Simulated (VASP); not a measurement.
# AlN (Fm-3m) in VASP: notebook, part 2 of 2

VASP 6.6.1. The steps go on from the part before.

## 4. Single point, LDA (functional LDA, strained)

Input file INCAR:

```
  PREC = Accurate
  ENCUT = 600
  EDIFF = 1E-6
  ISMEAR = 0
  SIGMA = 0.02
  LREAL = False
  LASPH = True
  NELM = 120
  ALGO = Normal
  ISIF = 2
  LWAVE = False
  LCHARG = True
  GGA = CA
  LELF = True
  LVHAR = True
  NBANDS = 11
  GGA_COMPAT = False
```

Input file KPOINTS:

```
Automatic mesh
0
Gamma
  10 10 10
```

Input file POSCAR:

```
AlN
1.0
    0.0000000000      2.1328869453      2.1328869453
    2.1328869453      0.0000000000      2.1328869453
    2.1328869453      2.1328869453      0.0000000000
Al N
1 1
Direct
    0.5000000000      0.5000000000      0.5000000000
    0.0000000000      0.0000000000      0.0000000000
```

Potentials or basis: VASP PAW LDA potentials, release 64 (Al, N).

On the command line:

```
cat potpaw_LDA.64/Al/POTCAR potpaw_LDA.64/N/POTCAR > POTCAR
mpirun -np 1 vasp_std > vasp.out
```

OUTCAR:

```text
PREC = Accurate
   ENCUT = 600
   EDIFF = 1E-6
   ISMEAR = 0
   LREAL = False
   LASPH = True
   NELM = 120
   ISIF = 2
   GGA = CA

 ion  position               nearest neighbor table
   1  0.500  0.500  0.500-   2 2.13   2 2.13   2 2.13   2 2.13   2 2.13   2 2.13
   2  0.000  0.000  0.000-   1 2.13   1 2.13   1 2.13   1 2.13   1 2.13   1 2.13

  LATTYP: Found a face centered cubic cell.
 ALAT       =     4.2657738906

  Lattice vectors:

 A1 = (   0.0000000000,   2.1328869453,   2.1328869453)
[... 522 lines left out ...]
------------------------ aborting loop because EDIFF is reached ----------------------------------------

  FORCE on cell =-STRESS in cart. coord.  units (eV):
  Direction    XX          YY          ZZ          XY          YZ          ZX
  --------------------------------------------------------------------------------------
  -------------------------------------------------------------------------------------
  Total       -4.2520777     -4.2520777     -4.2520777      0.0000000     -0.0000000      0.0000000
  in kB     -351.0575160   -351.0575160   -351.0575160      0.0000000     -0.0000000      0.0000000
  external PRESSURE =    -351.0575160 kB  Pullay stress =       0.0000000 kB

 VOLUME and BASIS-vectors are now :
 -----------------------------------------------------------------------------
  energy-cutoff  :      600.00
  volume of cell :       19.41
      direct lattice vectors                 reciprocal lattice vectors
     0.000000000  2.132886945  2.132886945    -0.234424052  0.234424052  0.234424052
     2.132886945  0.000000000  2.132886945     0.234424052 -0.234424052  0.234424052
     2.132886945  2.132886945  0.000000000     0.234424052  0.234424052 -0.234424052

 POSITION                                       TOTAL-FORCE (eV/Angst)
 -----------------------------------------------------------------------------------
      2.13289      2.13289      2.13289        -0.000000      0.000000      0.000000
      0.00000      0.00000      0.00000         0.000000      0.000000     -0.000000
 -----------------------------------------------------------------------------------
    total drift:                                0.000000     -0.000000     -0.000000

  FREE ENERGIE OF THE ION-ELECTRON SYSTEM (eV)
  ---------------------------------------------------
  free  energy   TOTEN  =       -15.8208562380 eV

  energy  without entropy=      -15.8208562380  energy(sigma->0) =      -15.82085624
```

stdout:

```text
POSCAR found type information on POSCAR AlN
 POSCAR found :  2 types and       2 ions
 scaLAPACK will be used
 LDA part: xc-table for (Slater(with rela. corr.)+CA(PZ))
 , standard interpolation
 POSCAR, INCAR and KPOINTS ok, starting setup
 FFT: planning ... GRIDC
 FFT: planning ... GRID_SOFT
 FFT: planning ... GRID
 WAVECAR not read
 entering main loop
```

Run time: 18 s. Hardware: 1 thread of AMD EPYC 7R13, shared host; peak memory 0.1 GiB.

Results:

```
Free energy            : -15.8209 eV
Pressure               : -35.1 GPa
Band gap on the k mesh : 3.03 eV, indirect (least direct gap 3.63 eV)
```

Levels at points of the mesh, in eV from the valence-band top:
| k point | band 1 | band 2 | band 3 | band 4 | band 5 | band 6 | band 7 | band 8 |
| --- | --- | --- | --- | --- | --- | --- | --- | --- |
| (0.00, 0.00, 0.00) | -16.03 | 0.00 | 0.00 | 0.00 | 3.63 | 11.52 | 11.52 | 11.52 |
| (0.50, 0.00, 0.00) | -13.31 | -7.39 | -0.81 | -0.81 | 5.16 | 9.58 | 9.58 | 10.78 |
| (0.50, 0.50, 0.00) | -12.51 | -6.39 | -2.42 | -2.42 | 3.03 | 5.43 | 12.05 | 14.63 |

Caveat: the cell differs from its parent crystal (functional LDA, strained).

## 5. Single point, LDA (functional LDA, strained)

Input file INCAR:

```
SYSTEM = AlN
ALGO = Normal ; EDIFF = 1E-6
ENCUT = 600 ; GGA_COMPAT = .FALSE.
ISIF = 2 ; ISMEAR = 0
LASPH = .TRUE. ; LCHARG = .TRUE.
LELF = .TRUE. ; LREAL = .FALSE.
LVHAR = .TRUE. ; LWAVE = .FALSE.
NBANDS = 11 ; NELM = 120
PREC = Accurate ; SIGMA = 0.02
```

Input file KPOINTS:

```
k-points
0
G
  10 10 10
  0 0 0
```

Input file POSCAR:

```
AlN
1.0
    0.0000000000      2.1330497067      2.1330497067
    2.1330497067      0.0000000000      2.1330497067
    2.1330497067      2.1330497067      0.0000000000
Al N
1 1
Direct
    0.5000000000      0.5000000000      0.5000000000
    0.0000000000      0.0000000000      0.0000000000
```

On the command line:

```
cat potpaw_LDA.64/Al/POTCAR potpaw_LDA.64/N/POTCAR > POTCAR
mpirun -np 1 vasp_std > vasp.out
```

It took 20 s on 1 thread of AMD EPYC 7R13, shared host; peak memory 0.1 GiB.

It converged, with:

```
Free energy            : -15.8199 eV
Pressure               : -35.1 GPa
Band gap on the k mesh : 3.03 eV, indirect (least direct gap 3.63 eV)
```

Levels at points of the mesh, in eV from the valence-band top:
```tsv
k point	band 1	band 2	band 3	band 4	band 5	band 6	band 7	band 8	band 9
(0.00, 0.00, 0.00)	-16.03	0.00	0.00	0.00	3.63	11.52	11.52	11.52	15.96
(0.50, 0.00, 0.00)	-13.30	-7.39	-0.81	-0.81	5.16	9.57	9.57	10.78	14.36
(0.50, 0.50, 0.00)	-12.51	-6.38	-2.42	-2.42	3.03	5.43	12.05	14.63	14.63
```

Caveat: the cell differs from its parent crystal (functional LDA, strained). A k mesh can miss the band edges.

## 6. Overview

| level | potentials or basis | cell | gap on the mesh (eV) | pressure (GPa) |
| --- | --- | --- | --- | --- |
| PBE | VASP PAW PBE potentials, release 64 (Al, N) | a = 2.912 Å, angles 60.0°, 2 atoms | 4.09 | -8.5 |
| PBE | VASP PAW PBE potentials, release 64 (Al, N) | a = 2.966 Å, angles 60.0°, 2 atoms | 3.59 | -19.3 |
| LDA | VASP PAW LDA potentials, release 64 (Al, N) | a = 3.016 Å, angles 60.0°, 2 atoms | 3.03 | -35.1 |
| LDA | VASP PAW LDA potentials, release 64 (Al, N) | a = 3.017 Å, angles 60.0°, 2 atoms | 3.03 | -35.1 |

Alike in all rows: task single point; no spin polarisation; k mesh 10 × 10 × 10; cutoff (eV) 600; smearing gaussian 0.02 eV.

Absolute energies hang on the potentials; compare differences alone.
